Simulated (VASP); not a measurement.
# SnTe (F-43m) in VASP: further runs, part 2 of 2

VASP 6.6.1. Earlier steps stand in the parts before.

## 3. Single point, PBE

This run uses another cell than the first one, of 42.01 Å³/atom, 1.026 times its volume.

INCAR

```
ALGO     = Normal         # electronic algorithm
EDIFF    = 1E-6           # SCF threshold, eV
ENCUT    = 500            # plane-wave cutoff, eV
GGA      = PE             # functional
GGA_COMPAT= False        
ISIF     = 2              # what is computed and relaxed
ISMEAR   = 0              # smearing method
LASPH    = True           # aspherical terms in the spheres
LCHARG   = False          # write CHGCAR
LREAL    = False          # projectors in reciprocal space
LWAVE    = False          # write WAVECAR
NBANDS   = 17             # bands
NELM     = 120            # most SCF steps
PREC     = Accurate       # precision mode
SIGMA    = 0.05           # smearing width, eV
```

KPOINTS

```
k-points
0
Gamma
  4 4 4
```

POSCAR

```
SnTe
1.0
    0.0000000000      3.4763427676      3.4763427676
    3.4763427676      0.0000000000      3.4763427676
    3.4763427676      3.4763427676      0.0000000000
Sn Te
1 1
Direct
    0.0000000000      0.0000000000      0.0000000000
    0.2500000000      0.2500000000      0.2500000000
```

Potentials or basis: VASP PAW PBE potentials, release 64 (Sn_d, Te).

The run is started by

```sh
$ cat potpaw_PBE.64/Sn_d/POTCAR potpaw_PBE.64/Te/POTCAR > POTCAR
$ mpirun -np 1 vasp_std > vasp.out
```

OUTCAR:

```text
EDIFF = 1E-6
   ENCUT = 500
   GGA = PE
   ISIF = 2
   ISMEAR = 0
   LASPH = True
   LREAL = False
   NELM = 120
   PREC = Accurate

 ion  position               nearest neighbor table
   1  0.000  0.000  0.000-   2 3.01   2 3.01   2 3.01   2 3.01
   2  0.250  0.250  0.250-   1 3.01   1 3.01   1 3.01   1 3.01

  LATTYP: Found a face centered cubic cell.
 ALAT       =     6.9526855352

  Lattice vectors:

 A1 = (   0.0000000000,   3.4763427676,   3.4763427676)
 A2 = (   3.4763427676,   0.0000000000,   3.4763427676)
 A3 = (   3.4763427676,   3.4763427676,   0.0000000000)

Analysis of symmetry for initial positions (statically):
=====================================================================
 Subroutine PRICEL returns:
 Original cell was already a primitive cell.

 Routine SETGRP: Setting up the symmetry group for a
 face centered cubic supercell.

 Subroutine GETGRP returns: Found 24 space group operations
 (whereof 24 operations were pure point group operations)
 out of a pool of 48 trial point group operations.

The static configuration has the point symmetry T_d .

Analysis of symmetry for dynamics (positions and initial velocities):
[... 139 lines left out ...]

  energy without entropy =       -7.00912481  energy(sigma->0) =       -7.01097880

 E-fermi :   4.3349     XC(G=0):  -7.9603

 val. band max:        4.0814894221   @ k =   0.5000   0.5000   0.0000
 cond. band min:       4.3436158224   @ k =  -0.2500   0.5000   0.2500
 fundamental gap:      0.2621264003
 Fermi energy:         4.3348783205

 k-point     1 :       0.0000    0.0000    0.0000
  band No.  band energies     occupation
      1     -17.6391      2.00000
      2     -17.6391      2.00000
      3     -17.6391      2.00000
      4     -17.6222      2.00000
      5     -17.6222      2.00000
      6      -8.0271      2.00000
[... 137 lines left out ...]
      4     -17.6229      2.00000
      5     -17.6215      2.00000
      6      -7.0547      2.00000
[... 9 lines left out ...]
     16      12.2418      0.00000
     17      12.2584      0.00000

------------------------ aborting loop because EDIFF is reached ----------------------------------------

  FORCE on cell =-STRESS in cart. coord.  units (eV):
  Direction    XX          YY          ZZ          XY          YZ          ZX
  --------------------------------------------------------------------------------------
  -------------------------------------------------------------------------------------
  Total        1.3010354      1.3010354      1.3010354     -0.0000000      0.0000000     -0.0000000
  in kB       24.8085802     24.8085802     24.8085802     -0.0000000      0.0000000     -0.0000000
  external PRESSURE =      24.8085802 kB  Pullay stress =       0.0000000 kB

 VOLUME and BASIS-vectors are now :
 -----------------------------------------------------------------------------
  energy-cutoff  :      500.00
  volume of cell :       84.02
      direct lattice vectors                 reciprocal lattice vectors
     0.000000000  3.476342768  3.476342768    -0.143829315  0.143829315  0.143829315
     3.476342768  0.000000000  3.476342768     0.143829315 -0.143829315  0.143829315
     3.476342768  3.476342768  0.000000000     0.143829315  0.143829315 -0.143829315

 POSITION                                       TOTAL-FORCE (eV/Angst)
 -----------------------------------------------------------------------------------
      0.00000      0.00000      0.00000        -0.000000     -0.000000     -0.000000
      1.73817      1.73817      1.73817         0.000000      0.000000      0.000000
 -----------------------------------------------------------------------------------
    total drift:                               -0.000000     -0.000000     -0.000000

  FREE ENERGIE OF THE ION-ELECTRON SYSTEM (eV)
  ---------------------------------------------------
  free  energy   TOTEN  =        -7.0128327878 eV

  energy  without entropy=       -7.0091248073  energy(sigma->0) =       -7.01097880
```

OSZICAR:

```text
N       E                     dE             d eps       ncg     rms          rms(c)
DAV:   1     0.126174327153E+03    0.12617E+03   -0.90535E+03   273   0.118E+03
DAV:   2     0.465995753772E+01   -0.12151E+03   -0.11874E+03   280   0.304E+02
DAV:   3    -0.671618289451E+01   -0.11376E+02   -0.11334E+02   306   0.867E+01
DAV:   4    -0.708168820643E+01   -0.36551E+00   -0.36536E+00   349   0.171E+01
DAV:   5    -0.709649047807E+01   -0.14802E-01   -0.14802E-01   394   0.315E+00    0.612E+00
DAV:   6    -0.701676209365E+01    0.79728E-01   -0.18065E-01   363   0.218E+00    0.398E+00
DAV:   7    -0.701380183719E+01    0.29603E-02   -0.60485E-02   304   0.958E-01    0.102E+00
DAV:   8    -0.701353391406E+01    0.26792E-03   -0.20075E-02   345   0.759E-01    0.320E-01
DAV:   9    -0.701274330190E+01    0.79061E-03   -0.61485E-03   362   0.455E-01    0.119E-01
DAV:  10    -0.701278630376E+01   -0.43002E-04   -0.75403E-04   343   0.158E-01    0.702E-02
DAV:  11    -0.701285712630E+01   -0.70823E-04   -0.16980E-04   305   0.657E-02    0.389E-02
DAV:  12    -0.701283194711E+01    0.25179E-04   -0.71585E-05   305   0.387E-02    0.134E-02
DAV:  13    -0.701283275609E+01   -0.80898E-06   -0.12585E-05   289   0.164E-02    0.793E-03
DAV:  14    -0.701283278777E+01   -0.31676E-07   -0.60159E-07   195   0.354E-03
   1 F= -.70128328E+01 E0= -.70109788E+01  d E =-.370798E-02
```

Wall time 14 s (1 thread of AMD EPYC 7R43 (Zen 3), shared host); peak memory 0.17 GiB.

Results:

```
Free energy            : -7.0128 eV
Pressure               : 2.5 GPa
Band gap on the k mesh : zero (band 10 reaches 4.34 eV, above the bottom of band 11 at 4.08 eV)
```

Caveat: the k points lie up to 0.39 Å⁻¹ apart; spin-orbit coupling is left out, which moves the levels of the heavy elements.

## 4. Single point, PBE

This run uses another cell than the first one, of 46.26 Å³/atom, 1.129 times its volume.

INCAR

```
ALGO = Normal
EDIFF = 1E-6
ENCUT = 500
GGA = PE
GGA_COMPAT = F
ISIF = 2
ISMEAR = 0
LASPH = T
LCHARG = T
LELF = T
LREAL = F
LVHAR = T
LWAVE = F
NBANDS = 17
NELM = 120
PREC = Accurate
SIGMA = 0.05
```

KPOINTS is that of step 3.

POSCAR

```
SnTe
1.0
    0.0000000000      3.5898704353      3.5898704353
    3.5898704353      0.0000000000      3.5898704353
    3.5898704353      3.5898704353      0.0000000000
Sn Te
1 1
Direct
    0.0000000000      0.0000000000      0.0000000000
    0.2500000000      0.2500000000      0.2500000000
```

The run is started by

```sh
$ cat potpaw_PBE.64/Sn_d/POTCAR potpaw_PBE.64/Te/POTCAR > POTCAR
$ mpirun -np 1 vasp_std > vasp.out
```

Run time: 20 s. Hardware: 1 thread of AMD EPYC 7R43 (Zen 3), shared host; peak memory 0.2 GiB.

Results (log left out):

| Quantity | Value |
| --- | --- |
| Free energy | -7.0746 eV |
| Pressure | 0.1 GPa |
| Band gap on the k mesh | 0.05 eV, indirect (least direct gap 0.78 eV) |

Levels at points of the mesh, in eV from the valence-band top:
| k point | band 6 | band 7 | band 8 | band 9 | band 10 | band 11 | band 12 | band 13 | band 14 | band 15 |
| --- | --- | --- | --- | --- | --- | --- | --- | --- | --- | --- |
| (0.00, 0.00, 0.00) | -11.68 | -5.18 | -2.03 | -2.03 | -2.03 | 0.96 | 0.96 | 0.96 | 4.07 | 6.40 |
| (0.50, 0.00, 0.00) | -11.12 | -7.09 | -2.57 | -2.57 | -2.11 | 1.77 | 1.77 | 3.42 | 5.62 | 6.35 |
| (0.50, 0.50, 0.00) | -10.89 | -7.46 | -3.24 | -3.24 | -0.74 | 0.05 | 3.90 | 3.90 | 5.40 | 6.41 |

Caveat: spin-orbit coupling is left out, which moves the levels of the heavy elements.

## 5. Single point, PBE

This run uses another cell than the first one, of 49.43 Å³/atom, 1.207 times its volume.

INCAR

```
  PREC = Accurate
  ENCUT = 500
  EDIFF = 1E-6
  ISMEAR = 0
  SIGMA = 0.05
  LREAL = F
  LASPH = T
  NELM = 120
  ALGO = Normal
  ISIF = 2
  LWAVE = F
  LCHARG = F
  GGA = PE
  NBANDS = 17
  GGA_COMPAT = F
```

KPOINTS

```
regular mesh
0
Gamma
  4 4 4
```

POSCAR

```
SnTe
1.0
    0.0000000000      3.6699118360      3.6699118360
    3.6699118360      0.0000000000      3.6699118360
    3.6699118360      3.6699118360      0.0000000000
Sn Te
1 1
Direct
    0.0000000000      0.0000000000      0.0000000000
    0.2500000000      0.2500000000      0.2500000000
```

The run is started by

```sh
$ cat potpaw_PBE.64/Sn_d/POTCAR potpaw_PBE.64/Te/POTCAR > POTCAR
$ mpirun -np 1 vasp_std > vasp.out
```

Wall time 18 s (1 thread of AMD EPYC 7R43 (Zen 3), shared host); peak memory 0.2 GiB.

The run converged. Its results:

```
Free energy            : -7.0544 eV
Pressure               : -1.2 GPa
Band gap on the k mesh : 0.22 eV, indirect (least direct gap 0.85 eV)
```

Levels at points of the mesh, in eV from the valence-band top:
```csv
k point,band 8,band 9,band 10,band 11,band 12,band 13
"(0.00, 0.00, 0.00)",-1.79,-1.79,-1.79,1.07,1.07,1.07
"(0.50, 0.00, 0.00)",-2.29,-2.29,-1.95,1.84,1.84,3.24
"(0.50, 0.50, 0.00)",-2.90,-2.90,-0.62,0.22,3.73,3.73
```

Caveat: spin-orbit coupling is left out, which moves the levels of the heavy elements.

## 6. Summary

| cell | gap on the mesh (eV) | pressure (GPa) |
| --- | --- | --- |
| a = 4.875 Å, angles 60.0°, 2 atoms | none | 3.1 |
| a = 4.916 Å, angles 60.0°, 2 atoms | none | 2.5 |
| a = 5.077 Å, angles 60.0°, 2 atoms | 0.05 | 0.1 |
| a = 5.190 Å, angles 60.0°, 2 atoms | 0.22 | -1.2 |

Alike in all rows: task single point; level PBE; potentials or basis VASP PAW PBE potentials, release 64 (Sn_d, Te); no spin polarisation; k mesh 4 × 4 × 4; cutoff (eV) 500; smearing gaussian 0.05 eV.

Caveats: some runs use coarse meshes; spin-orbit coupling is left out, which moves the levels of the heavy elements.

Total energies depend on the potentials used, so only differences within one code and one set of settings carry meaning.
